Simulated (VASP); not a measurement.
LiH, 2 atoms in the cell. Symmetry: Fm-3m, No. 225, cubic system. The conventional cell has a = 4.017 Å, b = 4.017 Å, c = 4.017 Å, α = 90.00°, β = 90.00°, γ = 90.00°. Li (site symmetry m-3m) has 6 H at 2.01 Å within 2.7 Å. Within 2.7 Å of H (site symmetry m-3m) lie 6 Li at 2.01 Å. 

| Quantity | Value |
| --- | --- |
| Program | VASP 6.6.1 |
| Task | relaxation of cell and atoms |
| Functional | PBE |
| Potentials or basis | VASP PAW PBE potentials, release 64 (Li_sv, H) |
| Cutoff | 600 eV |
| k mesh | 10 × 10 × 10 |
| Occupations | fermi-dirac, width 0.02 eV |
| Spin | no spin polarisation |
| Dipole correction | no |
| Further INCAR settings | ALGO = Normal; EDIFF = 1e-07; IBRION = 2; EDIFFG = -0.005; NSW = 80; ISIF = 3 |

Potentials or basis: VASP PAW PBE potentials, release 64 (Li_sv, H).

Run with:

```sh
$ cat potpaw_PBE.64/Li_sv/POTCAR potpaw_PBE.64/H/POTCAR > POTCAR
$ mpirun -np 1 vasp_std > vasp.out
```

Hardware: 1 thread of Intel Xeon 6975P-C, with other jobs on the host.

Question: Estimate the wall time of this run.

Answer: Wall time 8.2 s on 1 thread of Intel Xeon 6975P-C, on a shared host, peak memory 0.13 GiB. Counts: scf iterations 27, k points 47, ion steps 3.
